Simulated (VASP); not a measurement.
# S: single point with r2SCAN

The system is S.

```xyz
1
Lattice="2.5705 0.0000 0.0000 0.0000 2.5705 0.0000 0.0000 0.0000 2.5705" Properties=species:S:1:pos:R:3 pbc="T T T"
S     0.0000    0.0000    0.0000
```

This isn't the form of S at room conditions, which is orthorhombic, of S8 rings.

- Program: VASP 6.6.1
- Task: single point
- Functional: r2SCAN
- Potentials or basis: VASP PAW PBE potentials, release 64 (S)
- Cutoff: 520 eV
- k mesh: 16 × 16 × 16
- Occupations: gaussian, width 0.1 eV
- Spin: no spin polarisation

```
Pressure               : -0.3 GPa
Band gap on the k mesh : zero (bands 3 and 4 overlap by 7.35 eV)
```

Levels at points of the mesh, in eV from the Fermi level:
| k point | band 1 | band 2 | band 3 | band 4 | band 5 | band 6 |
| --- | --- | --- | --- | --- | --- | --- |
| (0.00, 0.00, 0.00) | -17.87 | 1.67 | 1.67 | 1.67 | 7.78 | 7.78 |
| (0.50, 0.00, 0.00) | -14.95 | -8.44 | 3.32 | 3.32 | 9.88 | 14.60 |
| (0.50, 0.50, 0.00) | -11.96 | -6.09 | -6.09 | 2.97 | 4.79 | 14.80 |
| (0.50, 0.50, 0.50) | -8.76 | -4.03 | -4.03 | -4.03 | 6.20 | 6.20 |

It took 38 s on 1 thread of Intel(R) Xeon(R) Platinum 8488C (Sapphire Rapids), on a shared host, peak memory 0.13 GiB.

Caveat: the PAW data sets were made with another functional, which shifts forces and pressure a little.
